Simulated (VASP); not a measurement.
A run of VASP 6.6.1 is set up as follows.

The input INCAR:

```
PREC = Accurate ; ENCUT = 520
EDIFF = 1E-6 ; ISMEAR = 0
SIGMA = 0.01 ; LREAL = False
LASPH = True ; NELM = 80
ALGO = Normal ; ISIF = 2
LWAVE = False ; LCHARG = True
GGA = CA ; LELF = True
LVHAR = True ; NBANDS = 11
```

Contents of KPOINTS:

```
regular mesh
0
Gamma
  8 8 8
```

File POSCAR:

```
BP
1.0
    2.2069685688      2.2069685688      0.0000000000
   -2.2069685688      2.2069685688      0.0000000000
    0.0000000000      2.2069685688      2.2069685688
B P
1 1
Direct
    0.0000000000      0.0000000000      0.0000000000
    0.7500000000      0.2500000000      0.5000000000
```

Potentials or basis: VASP PAW LDA potentials, release 64 (B, P).

Launch:

```console
$ cat potpaw_LDA.64/B/POTCAR potpaw_LDA.64/P/POTCAR > POTCAR
$ mpirun -np 1 vasp_std > vasp.out
```

Question: What does it give for the pressure?

Answer: 9.8 GPa.

Question: Predict the band gap on the k mesh.

Answer: 1.13 eV, indirect (least direct gap 3.52 eV).

A k mesh can miss the band edges. Expect the measured gap to be larger: semilocal functionals such as LDA lack the derivative discontinuity.
